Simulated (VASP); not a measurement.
Input of a VASP 6.6.1 run:

The input INCAR:

```
ALGO = Normal
EDIFF = 1E-6
ENCUT = 520
GGA = PE
ISIF = 2
ISMEAR = -1
LASPH = True
LCHARG = True
LELF = True
LREAL = False
LVHAR = True
LWAVE = False
NBANDS = 10
NELM = 80
PREC = Accurate
SIGMA = 0.08
```

The input KPOINTS:

```
k-points
0
Gamma
  10 10 10
```

The input POSCAR:

```
Rb
1.0
    0.0000000000      3.1419838168      3.1419838168
    3.1419838168      0.0000000000      3.1419838168
    3.1419838168      3.1419838168      0.0000000000
Rb
1
Direct
    0.0000000000      0.0000000000      0.0000000000
```

Potentials or basis: VASP PAW PBE potentials, release 64 (Rb_sv).

The run is started by

```bash
$ cat potpaw_PBE.64/Rb_sv/POTCAR > POTCAR
$ mpirun -np 1 vasp_std > vasp.out
```

Estimate the pressure.

2.2 GPa.
